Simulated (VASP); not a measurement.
# InPd (R3m) in VASP: single point with PBE

Aim: the single point of InPd with PBE.

Program: VASP 6.6.1. These are calculated values, not measurements. Logs are shortened: lines on timing, memory, paths and dates and some standing lists are left out, and cuts for length are marked.

## 1. The cell of the first run

It takes space group R3m (No. 160, trigonal). The conventional cell has a = 4.627 Å, b = 4.627 Å, c = 5.667 Å, α = 90.00°, β = 90.00°, γ = 120.00°. In (site symmetry 3m) has 1 Pd at 1.64 Å within 2.2 Å. Pd (site symmetry 3m) has 1 In at 1.64 Å within 2.2 Å.

## 2. Single point, PBE (shortest bond scaled by 0.58)

File INCAR:

```
SYSTEM = InPd
ALGO = Normal
EDIFF = 1E-6
ENCUT = 630
GGA = PE
GGA_COMPAT = .False.
ISIF = 2
ISMEAR = -1
LASPH = .True.
LCHARG = .True.
LELF = .True.
LREAL = .False.
LVHAR = .True.
LWAVE = .False.
NBANDS = 22
NELM = 120
PREC = Accurate
SIGMA = 0.05
```

File KPOINTS:

```
k-points
0
Gamma
  9 9 9
  0 0 0
```

File POSCAR:

```
InPd
1.0
    3.2718847800      0.0000000000      0.0000000000
    0.0000000000      3.2718847800      0.0000000000
    0.0000000000      0.0000000000      3.2718847800
In Pd
1 1
Direct
   -0.1050000000     -0.1050000000     -0.1050000000
    0.6050000000      0.6050000000      0.6050000000
```

Potentials or basis: VASP PAW PBE potentials, release 64 (In_d, Pd_sv_GW).

Launch:

```console
cat potpaw_PBE.64/In_d/POTCAR potpaw_PBE.64/Pd_sv_GW/POTCAR > POTCAR
mpirun -np 1 vasp_std > vasp.out
```

OUTCAR:

```text
SYSTEM = InPd
   EDIFF = 1E-6
   ENCUT = 630
   GGA = PE
   ISIF = 2
   ISMEAR = -1
   LASPH = .True.
   LREAL = .False.
   NELM = 120
   PREC = Accurate

 ion  position               nearest neighbor table
   1  0.895  0.895  0.895-   2 1.64   2 2.68   2 2.68   2 2.68
   2  0.605  0.605  0.605-   1 1.64   1 2.68   1 2.68   1 2.68

 -----------------------------------------------------------------------------
|                                                                             |
|           W    W    AA    RRRRR   N    N  II  N    N   GGGG   !!!           |
|           W    W   A  A   R    R  NN   N  II  NN   N  G    G  !!!           |
|           W    W  A    A  R    R  N N  N  II  N N  N  G       !!!           |
|           W WW W  AAAAAA  RRRRR   N  N N  II  N  N N  G  GGG   !            |
|           WW  WW  A    A  R   R   N   NN  II  N   NN  G    G                |
|           W    W  A    A  R    R  N    N  II  N    N   GGGG   !!!           |
|                                                                             |
|     The distance between some ions is very small. Please check the          |
|     nearest-neighbor list in the OUTCAR file.                               |
|     I HOPE YOU KNOW WHAT YOU ARE DOING!                                     |
|                                                                             |
 -----------------------------------------------------------------------------

  LATTYP: Found a simple cubic cell.
 ALAT       =     3.2718847800

  Lattice vectors:

 A1 = (   3.2718847800,   0.0000000000,   0.0000000000)
 A2 = (   0.0000000000,   3.2718847800,   0.0000000000)
 A3 = (   0.0000000000,   0.0000000000,   3.2718847800)

Analysis of symmetry for initial positions (statically):
=====================================================================
 Subroutine PRICEL returns:
 Original cell was already a primitive cell.

 Routine SETGRP: Setting up the symmetry group for a
 simple cubic supercell.

 Subroutine GETGRP returns: Found  6 space group operations
 (whereof  6 operations were pure point group operations)
 out of a pool of 48 trial point group operations.

The static configuration has the point symmetry C_3v.

Analysis of symmetry for dynamics (positions and initial velocities):
=====================================================================
 Subroutine PRICEL returns:
 Original cell was already a primitive cell.

 Routine SETGRP: Setting up the symmetry group for a
 simple cubic supercell.

 Subroutine GETGRP returns: Found  6 space group operations
 (whereof  6 operations were pure point group operations)
 out of a pool of 48 trial point group operations.

The dynamic configuration has the point symmetry C_3v.

 Subroutine INISYM returns: Found  6 space group operations
 (whereof  6 operations are pure point group operations),
 and found     1 'primitive' translations

----------------------------------------------------------------------------------------

                                     Primitive cell

  volume of cell :      35.0263

  direct lattice vectors                    reciprocal lattice vectors
     3.271884780  0.000000000  0.000000000     0.305634234  0.000000000  0.000000000
     0.000000000  3.271884780  0.000000000     0.000000000  0.305634234  0.000000000
     0.000000000  0.000000000  3.271884780     0.000000000  0.000000000  0.305634234

  length of vectors
     3.271884780  3.271884780  3.271884780     0.305634234  0.305634234  0.305634234

  position of ions in fractional coordinates (direct lattice)
     0.895000000  0.895000000  0.895000000
     0.605000000  0.605000000  0.605000000

  ion indices of the primitive-cell ions
   primitive index   ion index
                 1           1
                 2           2

----------------------------------------------------------------------------------------

 KPOINTS: k-points

Automatic generation of k-mesh.
 Grid dimensions read from file:
 generate k-points for:    9    9    9

 Generating k-lattice:

  Cartesian coordinates                     Fractional coordinates (reciprocal lattice)
     0.033959359  0.000000000  0.000000000     0.111111111  0.000000000  0.000000000
     0.000000000  0.033959359  0.000000000     0.000000000  0.111111111  0.000000000
     0.000000000  0.000000000  0.033959359     0.000000000  0.000000000  0.111111111

  Length of vectors
     0.033959359  0.033959359  0.033959359

  Shift w.r.t. Gamma in fractional coordinates (k-lattice)
     0.000000000  0.000000000  0.000000000

 Subroutine IBZKPT returns following result:
 ===========================================

 Found     85 irreducible k-points:

 Following reciprocal coordinates:
            Coordinates               Weight
  0.000000  0.000000  0.000000      1.000000
  0.111111  0.000000  0.000000      6.000000
  0.222222  0.000000  0.000000      6.000000
  0.333333  0.000000  0.000000      6.000000
  0.444444  0.000000  0.000000      6.000000
  0.111111  0.111111  0.000000      6.000000
[... 16 lines left out ...]
 -0.333333  0.444444  0.000000     12.000000
  0.444444  0.444444  0.000000      6.000000
 [... further k-points ...]
   k-points           NKPTS =     85   k-points in BZ     NKDIM =     85   number of bands    NBANDS=     22
   number of dos      NEDOS =    301   number of ions     NIONS =      2
   total plane-waves  NPLWV =  21952
   dimension x,y,z NGX =    28 NGY =   28 NGZ =   28
   dimension x,y,z NGXF=    56 NGYF=   56 NGZF=   56
   ions per type =               1   1
   NGX,Y,Z   is equivalent  to a cutoff of  14.23, 14.23, 14.23 a.u.
   NGXF,Y,Z  is equivalent  to a cutoff of  28.45, 28.45, 28.45 a.u.
 SYSTEM =  InPd
   PREC   = accura    normal or accurate (medium, high low for compatibility)
   ISTART =      0    job   : 0-new  1-cont  2-samecut
   ICHARG =      2    charge: 1-file 2-atom 10-const
   ISPIN  =      1    spin polarized calculation?
   LNONCOLLINEAR =      F non collinear calculations
   LSORBIT =      F    spin-orbit coupling
   LASPH  =      T    aspherical Exc in radial PAW
   ENCUT  =  630.0 eV  46.30 Ry    6.80 a.u.   6.70  6.70  6.70*2*pi/ulx,y,z
   NELM   =    120;   NELMIN=  2; NELMDL= -5     # of ELM steps
   EDIFF  = 0.1E-05   stopping-criterion for ELM
   LREAL  =      F    real-space projection
   EDIFFG = 0.1E-04   stopping-criterion for IOM
   NSW    =      0    number of steps for IOM
   IBRION =     -1    ionic relax: 0-MD 1-quasi-New 2-CG
   NFREE  =      0    steps in history (QN), initial steepest desc. (CG)
   ISIF   =      2    stress and relaxation
   ISYM   =      2    0-nonsym 1-usesym 2-fastsym
   POTIM  = 0.5000    time-step for ionic-motion
   TEBEG  =    0.0;   TEEND  =   0.0 temperature during run
   PSTRESS=    0.0 pullay stress
   NELECT =      31.0000    total number of electrons
   NUPDOWN=      -1.0000    fix difference up-down
   EMIN   =  10.00;   EMAX   =-10.00  energy-range for DOS
   EFERMI =   0.00;   METHOD = LEGACY
   ISMEAR =    -1;   SIGMA  =   0.05  broadening in eV -4-tet -1-fermi 0-gaus
   EFERMI_NEDOS =   21; number of points for ismear=-14 and -15
   IALGO  =     38    algorithm
   IMIX   =      4    mixing-type and parameters
     AMIX     =   0.40;   BMIX     =  1.00
     AMIX_MAG =   1.60;   BMIX_MAG =  1.00
  volume/ion in A,a.u.               =      17.51       118.18
  Fermi-wavevector in a.u.,A,eV,Ry     =   1.571800  2.970272 33.613962  2.470556
  Thomas-Fermi vector in A             =   2.673330
   LORBIT       =      0    0 simple, 1 ext, 2 COOP (PROOUT), +10 PAW based schemes
   GGA     = PE    functional components
   LHFCALC =     F    Hartree Fock is set to
   AEXX    =    0.0000 exact exchange contribution
   IVDW    =     0    specifies the selected vdW correction
   LEPSILON=     F    determine dielectric tensor
   LRPA    =     F    only Hartree local field effects (RPA)
 non-spin polarized calculation
  energy-cutoff  :      630.00
  volume of cell :       35.03
 maximum number of plane-waves:      1274
   NGX = 13   NGY = 13   NGZ = 13

 number of electron      30.9999998 magnetization

 Free energy of the ion-electron system (eV)
  ---------------------------------------------------
  ext. energy  EPLUGINS =         0.00000000
  ---------------------------------------------------
  free energy    TOTEN  =         9.23020390 eV

  energy without entropy =        9.23379009  energy(sigma->0) =        9.23199699

 E-fermi :  10.1977     XC(G=0): -11.9844

 val. band max:       10.1816507070   @ k =   0.4444   0.4444   0.4444
 cond. band min:      10.3033606385   @ k =  -0.2222   0.3333   0.0000
 fundamental gap:      0.1217099315
 Fermi energy:        10.1976996761

 k-point     1 :       0.0000    0.0000    0.0000
  band No.  band energies     occupation
      1     -75.5660      2.00000
      2     -42.5351      2.00000
      3     -41.0764      2.00000
      4     -41.0764      2.00000
      5      -6.7121      2.00000
      6      -6.7121      2.00000
[... 14 lines left out ...]
     21      18.5168      0.00000
     22      25.6225      0.00000

 k-point     2 :       0.1111    0.0000    0.0000
  band No.  band energies     occupation
      1     -75.5659      2.00000
      2     -42.5360      2.00000
      3     -41.0786      2.00000
      4     -41.0762      2.00000
      5      -6.7220      2.00000
      6      -6.6814      2.00000
[... 14 lines left out ...]
     21      20.9300      0.00000
     22      25.5272      0.00000

 k-point     3 :       0.2222    0.0000    0.0000
  band No.  band energies     occupation
      1     -75.5655      2.00000
      2     -42.5378      2.00000
      3     -41.0837      2.00000
      4     -41.0754      2.00000
      5      -6.7470      2.00000
      6      -6.6031      2.00000
[... 14 lines left out ...]
     21      24.1514      0.00000
     22      24.8463      0.00000
[... 476 lines left out ...]
 k-point    23 :      -0.3333    0.4444    0.0000
  band No.  band energies     occupation
      1     -75.5637      2.00000
      2     -42.5450      2.00000
      3     -41.0976      2.00000
      4     -41.0807      2.00000
      5      -6.6633      2.00000
      6      -6.4355      2.00000
[... 14 lines left out ...]
     21      22.6255      0.00000
     22      23.4194      0.00000

 k-point    24 :       0.4444    0.4444    0.0000
  band No.  band energies     occupation
      1     -75.5634      2.00000
      2     -42.5463      2.00000
      3     -41.0999      2.00000
      4     -41.0816      2.00000
      5      -6.6524      2.00000
      6      -6.3948      2.00000
[... 14 lines left out ...]
     21      23.0767      0.00000
     22      24.8702      0.00000

 [... further k-points ...]

------------------------ aborting loop because EDIFF is reached ----------------------------------------

  FORCE on cell =-STRESS in cart. coord.  units (eV):
  Direction    XX          YY          ZZ          XY          YZ          ZX
  --------------------------------------------------------------------------------------
  -------------------------------------------------------------------------------------
  Total       35.0901279     35.0901279     35.0901279     31.7236726     31.7236726     31.7236726
  in kB     1605.0979089   1605.0979089   1605.0979089   1451.1090040   1451.1090040   1451.1090040
  external PRESSURE =    1605.0979089 kB  Pullay stress =       0.0000000 kB

 VOLUME and BASIS-vectors are now :
 -----------------------------------------------------------------------------
  energy-cutoff  :      630.00
  volume of cell :       35.03
      direct lattice vectors                 reciprocal lattice vectors
     3.271884780  0.000000000  0.000000000     0.305634234  0.000000000  0.000000000
     0.000000000  3.271884780  0.000000000     0.000000000  0.305634234  0.000000000
     0.000000000  0.000000000  3.271884780     0.000000000  0.000000000  0.305634234

 POSITION                                       TOTAL-FORCE (eV/Angst)
 -----------------------------------------------------------------------------------
      2.92834      2.92834      2.92834        34.155069     34.155069     34.155069
      1.97949      1.97949      1.97949       -34.155069    -34.155069    -34.155069
 -----------------------------------------------------------------------------------
    total drift:                               -0.000654     -0.000654     -0.000652

  FREE ENERGIE OF THE ION-ELECTRON SYSTEM (eV)
  ---------------------------------------------------
  free  energy   TOTEN  =         9.2302039035 eV

  energy  without entropy=        9.2337900863  energy(sigma->0) =        9.23199699
```

Run time: 78 s. Hardware: 1 thread of Intel Xeon Platinum 8259CL at 2.50GHz (Skylake/Cascade Lake), shared host; peak memory 0.25 GiB.

Results:

* Free energy: 9.2302 eV
* Pressure: 160.5 GPa
* Largest force: 59.158 eV/Å
* Band gap on the k mesh: zero (an odd number of electrons rules out a gap without spin polarisation)

Forces on the atoms (eV/Å):
```
In   34.155  34.155  34.155
Pd  -34.155 -34.155 -34.155
```

Levels at points of the mesh, in eV from the Fermi level:
| k point | band 12 | band 13 | band 14 | band 15 | band 16 | band 17 | band 18 | band 19 |
| --- | --- | --- | --- | --- | --- | --- | --- | --- |
| (0.00, 0.00, 0.00) | -5.18 | -3.17 | -3.17 | -2.69 | 6.69 | 6.69 | 7.16 | 7.48 |

Caveat: the cell differs from its parent crystal (shortest bond scaled by 0.58); atoms lie so close that the PAW spheres overlap strongly, which falsifies energies and pressures; the cell stands under pressure; spin-orbit coupling is left out, which moves the levels of the heavy elements; forces of over 1 eV/Å act on the atoms, so gaps and moduli don't describe the material at rest.

The gap in the log of VASP goes by the Fermi energy; the results here count the filled bands.